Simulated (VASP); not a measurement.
# Ga (Fd-3m) in VASP: further runs, part 2 of 2

VASP 6.6.1.

### 6 Single point, PBEsol (volume scaled by 1.04)

Contents of INCAR:

```
SYSTEM = Ga
PREC = Accurate
ENCUT = 520
EDIFF = 1E-6
ISMEAR = -1
SIGMA = 0.1
LREAL = .FALSE.
LASPH = .TRUE.
NELM = 60
ALGO = Normal
ISIF = 2
LWAVE = .FALSE.
LCHARG = .TRUE.
GGA = PS
LELF = .TRUE.
LVHAR = .TRUE.
NBANDS = 20
```

Contents of KPOINTS:

```
Automatic mesh
0
G
  11 11 11
  0 0 0
```

Contents of POSCAR:

```
Ga
1.0
    0.0000000000      2.9166202108      2.9166202108
    2.9166202108      0.0000000000      2.9166202108
    2.9166202108      2.9166202108      0.0000000000
Ga
2
Direct
    0.1250000000      0.1250000000      0.1250000000
    0.8750000000      0.8750000000      0.8750000000
```

Potentials or basis: VASP PAW PBE potentials, release 64 (Ga_d).

On the command line:

```console
$ cat potpaw_PBE.64/Ga_d/POTCAR > POTCAR
$ mpirun -np 1 vasp_std > vasp.out
```

OUTCAR:

```text
SYSTEM = Ga
   PREC = Accurate
   ENCUT = 520
   EDIFF = 1E-6
   ISMEAR = -1
   LREAL = .FALSE.
   LASPH = .TRUE.
   NELM = 60
   ISIF = 2
   GGA = PS

 ion  position               nearest neighbor table
   1  0.125  0.125  0.125-   2 2.53   2 2.53   2 2.53   2 2.53
   2  0.875  0.875  0.875-   1 2.53   1 2.53   1 2.53   1 2.53

  LATTYP: Found a face centered cubic cell.
 ALAT       =     5.8332404216

  Lattice vectors:

 A1 = (   0.0000000000,   2.9166202108,   2.9166202108)
 A2 = (   2.9166202108,   0.0000000000,   2.9166202108)
 A3 = (   2.9166202108,   2.9166202108,   0.0000000000)

Analysis of symmetry for initial positions (statically):
=====================================================================
 Subroutine PRICEL returns:
 Original cell was already a primitive cell.

 Routine SETGRP: Setting up the symmetry group for a
 face centered cubic supercell.

 Subroutine GETGRP returns: Found 48 space group operations
 (whereof 12 operations were pure point group operations)
 out of a pool of 48 trial point group operations.

The static configuration has the point symmetry D_3d.
 The point group associated with its full space group is O_h .

Analysis of symmetry for dynamics (positions and initial velocities):
=====================================================================
 Subroutine PRICEL returns:
 Original cell was already a primitive cell.

 Routine SETGRP: Setting up the symmetry group for a
 face centered cubic supercell.

 Subroutine GETGRP returns: Found 48 space group operations
 (whereof 12 operations were pure point group operations)
 out of a pool of 48 trial point group operations.

The dynamic configuration has the point symmetry D_3d.
 The point group associated with its full space group is O_h .

 Subroutine INISYM returns: Found 48 space group operations
 (whereof 12 operations are pure point group operations),
 and found     1 'primitive' translations

----------------------------------------------------------------------------------------

                                     Primitive cell

  volume of cell :      49.6215

  direct lattice vectors                    reciprocal lattice vectors
     0.000000000  2.916620211  2.916620211    -0.171431302  0.171431302  0.171431302
     2.916620211  0.000000000  2.916620211     0.171431302 -0.171431302  0.171431302
     2.916620211  2.916620211  0.000000000     0.171431302  0.171431302 -0.171431302

  length of vectors
     4.124723858  4.124723858  4.124723858     0.296927725  0.296927725  0.296927725

  position of ions in fractional coordinates (direct lattice)
     0.125000000  0.125000000  0.125000000
     0.875000000  0.875000000  0.875000000

  ion indices of the primitive-cell ions
   primitive index   ion index
                 1           1
                 2           2

----------------------------------------------------------------------------------------

 KPOINTS: Automatic mesh

Automatic generation of k-mesh.
 Grid dimensions read from file:
 generate k-points for:   11   11   11

 Generating k-lattice:

  Cartesian coordinates                     Fractional coordinates (reciprocal lattice)
    -0.015584664  0.015584664  0.015584664     0.090909091  0.000000000  0.000000000
     0.015584664 -0.015584664  0.015584664     0.000000000  0.090909091  0.000000000
     0.015584664  0.015584664 -0.015584664     0.000000000  0.000000000  0.090909091

  Length of vectors
     0.026993430  0.026993430  0.026993430

  Shift w.r.t. Gamma in fractional coordinates (k-lattice)
     0.000000000  0.000000000  0.000000000

 Subroutine IBZKPT returns following result:
 ===========================================

 Found     56 irreducible k-points:

 Following reciprocal coordinates:
            Coordinates               Weight
  0.000000  0.000000  0.000000      1.000000
  0.090909  0.000000  0.000000      8.000000
  0.181818  0.000000  0.000000      8.000000
  0.272727  0.000000  0.000000      8.000000
  0.363636  0.000000  0.000000      8.000000
  0.454545  0.000000  0.000000      8.000000
[... 16 lines left out ...]
 -0.272727  0.181818  0.000000     24.000000
 -0.181818  0.181818  0.000000     12.000000
 [... further k-points ...]
   k-points           NKPTS =     56   k-points in BZ     NKDIM =     56   number of bands    NBANDS=     20
   number of dos      NEDOS =    301   number of ions     NIONS =      2
   total plane-waves  NPLWV =  32768
   dimension x,y,z NGX =    32 NGY =   32 NGZ =   32
   dimension x,y,z NGXF=    64 NGYF=   64 NGZF=   64
   ions per type =               2
   NGX,Y,Z   is equivalent  to a cutoff of  12.90, 12.90, 12.90 a.u.
   NGXF,Y,Z  is equivalent  to a cutoff of  25.80, 25.80, 25.80 a.u.
 SYSTEM =  Ga
   PREC   = accura    normal or accurate (medium, high low for compatibility)
   ISTART =      0    job   : 0-new  1-cont  2-samecut
   ICHARG =      2    charge: 1-file 2-atom 10-const
   ISPIN  =      1    spin polarized calculation?
   LNONCOLLINEAR =      F non collinear calculations
   LSORBIT =      F    spin-orbit coupling
   LASPH  =      T    aspherical Exc in radial PAW
   ENCUT  =  520.0 eV  38.22 Ry    6.18 a.u.   7.67  7.67  7.67*2*pi/ulx,y,z
   NELM   =     60;   NELMIN=  2; NELMDL= -5     # of ELM steps
   EDIFF  = 0.1E-05   stopping-criterion for ELM
   LREAL  =      F    real-space projection
   EDIFFG = 0.1E-04   stopping-criterion for IOM
   NSW    =      0    number of steps for IOM
   IBRION =     -1    ionic relax: 0-MD 1-quasi-New 2-CG
   NFREE  =      0    steps in history (QN), initial steepest desc. (CG)
   ISIF   =      2    stress and relaxation
   ISYM   =      2    0-nonsym 1-usesym 2-fastsym
   POTIM  = 0.5000    time-step for ionic-motion
   TEBEG  =    0.0;   TEEND  =   0.0 temperature during run
   PSTRESS=    0.0 pullay stress
   NELECT =      26.0000    total number of electrons
   NUPDOWN=      -1.0000    fix difference up-down
   EMIN   =  10.00;   EMAX   =-10.00  energy-range for DOS
   EFERMI =   0.00;   METHOD = LEGACY
   ISMEAR =    -1;   SIGMA  =   0.10  broadening in eV -4-tet -1-fermi 0-gaus
   EFERMI_NEDOS =   21; number of points for ismear=-14 and -15
   IALGO  =     38    algorithm
   IMIX   =      4    mixing-type and parameters
     AMIX     =   0.40;   BMIX     =  1.00
     AMIX_MAG =   1.60;   BMIX_MAG =  1.00
  volume/ion in A,a.u.               =      24.81       167.43
  Fermi-wavevector in a.u.,A,eV,Ry     =   1.319804  2.494068 23.699747  1.741882
  Thomas-Fermi vector in A             =   2.449676
   LORBIT       =      0    0 simple, 1 ext, 2 COOP (PROOUT), +10 PAW based schemes
   GGA     = PS    functional components
   LHFCALC =     F    Hartree Fock is set to
   AEXX    =    0.0000 exact exchange contribution
   IVDW    =     0    specifies the selected vdW correction
   LEPSILON=     F    determine dielectric tensor
   LRPA    =     F    only Hartree local field effects (RPA)
 non-spin polarized calculation
  energy-cutoff  :      520.00
  volume of cell :       49.62
 maximum number of plane-waves:      1363
   NGX = 15   NGY = 15   NGZ = 15

 number of electron      25.9999985 magnetization

 Free energy of the ion-electron system (eV)
  ---------------------------------------------------
  ext. energy  EPLUGINS =         0.00000000
  ---------------------------------------------------
  free energy    TOTEN  =        -6.04207210 eV

  energy without entropy =       -6.00040548  energy(sigma->0) =       -6.02123879

 E-fermi :   2.5701     XC(G=0):  -9.5718

 val. band max:        2.5377013269   @ k =   0.3636   0.1818   0.0909
 cond. band min:       2.5979390369   @ k =  -0.2727   0.3636   0.0909
 fundamental gap:      0.0602377100
 Fermi energy:         2.5700726321

 k-point     1 :       0.0000    0.0000    0.0000
  band No.  band energies     occupation
      1     -12.1559      2.00000
      2     -12.1559      2.00000
      3     -12.1559      2.00000
      4     -12.1124      2.00000
      5     -12.1124      2.00000
      6     -11.7914      2.00000
[... 12 lines left out ...]
     19      10.2197      0.00000
     20      13.7437      0.00000

 k-point     2 :       0.0909    0.0000    0.0000
  band No.  band energies     occupation
      1     -12.1650      2.00000
      2     -12.1650      2.00000
      3     -12.1543      2.00000
      4     -12.0997      2.00000
      5     -12.0997      2.00000
      6     -11.7970      2.00000
[... 498 lines left out ...]
 k-point    24 :      -0.1818    0.1818    0.0000
  band No.  band energies     occupation
      1     -12.2011      2.00000
      2     -12.1895      2.00000
      3     -12.1290      2.00000
      4     -12.0660      2.00000
      5     -12.0275      2.00000
      6     -11.8548      2.00000
[... 12 lines left out ...]
     19      11.3230      0.00000
     20      13.6048      0.00000

 [... further k-points ...]
[... 5 lines left out ...]
  --------------------------------------------------------------------------------------
  -------------------------------------------------------------------------------------
  Total       -0.4674565     -0.4674565     -0.4674565      0.0000000     -0.0000000     -0.0000000
  in kB      -15.0932275    -15.0932275    -15.0932275      0.0000000     -0.0000000     -0.0000000
  external PRESSURE =     -15.0932275 kB  Pullay stress =       0.0000000 kB

 VOLUME and BASIS-vectors are now :
 -----------------------------------------------------------------------------
  energy-cutoff  :      520.00
  volume of cell :       49.62
      direct lattice vectors                 reciprocal lattice vectors
     0.000000000  2.916620211  2.916620211    -0.171431302  0.171431302  0.171431302
     2.916620211  0.000000000  2.916620211     0.171431302 -0.171431302  0.171431302
     2.916620211  2.916620211  0.000000000     0.171431302  0.171431302 -0.171431302

 POSITION                                       TOTAL-FORCE (eV/Angst)
 -----------------------------------------------------------------------------------
      0.72916      0.72916      0.72916         0.000000     -0.000000     -0.000000
      5.10409      5.10409      5.10409        -0.000000      0.000000      0.000000
 -----------------------------------------------------------------------------------
    total drift:                                0.000000      0.000000     -0.000000

  FREE ENERGIE OF THE ION-ELECTRON SYSTEM (eV)
  ---------------------------------------------------
  free  energy   TOTEN  =        -6.0420720998 eV

  energy  without entropy=       -6.0004054800  energy(sigma->0) =       -6.02123879
```

OSZICAR:

```text
N       E                     dE             d eps       ncg     rms          rms(c)
DAV:   1     0.140013632791E+03    0.14001E+03   -0.13300E+04  2288   0.224E+03
DAV:   2     0.758139294149E+01   -0.13243E+03   -0.12932E+03  2288   0.392E+02
DAV:   3    -0.584773793745E+01   -0.13429E+02   -0.13366E+02  2564   0.102E+02
DAV:   4    -0.609027109128E+01   -0.24253E+00   -0.24239E+00  2536   0.151E+01
DAV:   5    -0.609448269744E+01   -0.42116E-02   -0.42114E-02  2556   0.197E+00    0.162E+00
DAV:   6    -0.604916700534E+01    0.45316E-01   -0.10469E-01  2968   0.522E+00    0.833E-01
DAV:   7    -0.604283727761E+01    0.63297E-02   -0.16138E-02  3456   0.185E+00    0.239E-01
DAV:   8    -0.604204733206E+01    0.78995E-03   -0.30720E-03  2492   0.703E-01    0.213E-02
DAV:   9    -0.604207165912E+01   -0.24327E-04   -0.17306E-04  2616   0.163E-01    0.105E-02
DAV:  10    -0.604207184559E+01   -0.18647E-06   -0.24775E-05  2504   0.618E-02    0.172E-03
DAV:  11    -0.604207209984E+01   -0.25425E-06   -0.13583E-06  2060   0.113E-02
   1 F= -.60420721E+01 E0= -.60212388E+01  d E =-.416666E-01
```

It took 15 s on 1 thread of Intel Xeon 6975P-C (Granite Rapids), shared host; peak memory 0.19 GiB.

Results:

| Item | Value |
| --- | --- |
| Free energy | -6.0421 eV |
| Pressure | -1.5 GPa |
| Band gap on the k mesh | zero (band 13 reaches 5.37 eV, above the bottom of band 14 at 1.48 eV) |

Caveat: the PAW data sets were made with another functional, which shifts forces and pressure a little.

### 7 Overview

| cell | gap on the mesh (eV) | pressure (GPa) |
| --- | --- | --- |
| a = 3.901 Å, angles 60.0°, 2 atoms | none | 7.7 |
| a = 3.960 Å, angles 60.0°, 2 atoms | none | 4.5 |
| a = 4.016 Å, angles 60.0°, 2 atoms | none | 2.0 |
| a = 4.071 Å, angles 60.0°, 2 atoms | none | 0.0 |
| a = 4.125 Å, angles 60.0°, 2 atoms | none | -1.5 |

Alike in all rows: task single point; level PBEsol; potentials or basis VASP PAW PBE potentials, release 64 (Ga_d); no spin polarisation; k mesh 11 × 11 × 11; cutoff (eV) 520; smearing fermi-dirac 0.1 eV.

Caveats: the PAW data sets were made with another functional, which shifts forces and pressure a little.

Total energies depend on the potentials used, so only differences within one code and one set of settings carry meaning.
